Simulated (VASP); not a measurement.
A run of VASP 6.6.1 is set up as follows.

File INCAR:

```
SYSTEM = F
  PREC = Accurate
  ENCUT = 520
  EDIFF = 1E-6
  ISMEAR = -1
  SIGMA = 0.08
  LREAL = .FALSE.
  LASPH = .TRUE.
  NELM = 80
  ALGO = Normal
  ISIF = 2
  LWAVE = .FALSE.
  LCHARG = .TRUE.
  GGA = PE
  LELF = .TRUE.
  LVHAR = .TRUE.
  NBANDS = 10
```

The input KPOINTS:

```
regular mesh
0
G
  19 19 19
  0 0 0
```

POSCAR

```
F
1.0
    0.0000000000      1.5880679405      1.5880679405
    1.5880679405      0.0000000000      1.5880679405
    1.5880679405      1.5880679405      0.0000000000
F
1
Direct
    0.0000000000      0.0000000000      0.0000000000
```

Potentials or basis: VASP PAW PBE potentials, release 64 (F).

Run with:

```bash
$ cat potpaw_PBE.64/F/POTCAR > POTCAR
$ mpirun -np 1 vasp_std > vasp.out
```

Q: Estimate the pressure.

A: 22.1 GPa.

Caveat: an odd number of electrons without spin polarisation forces a metal; a magnetic or distorted state may lie lower.
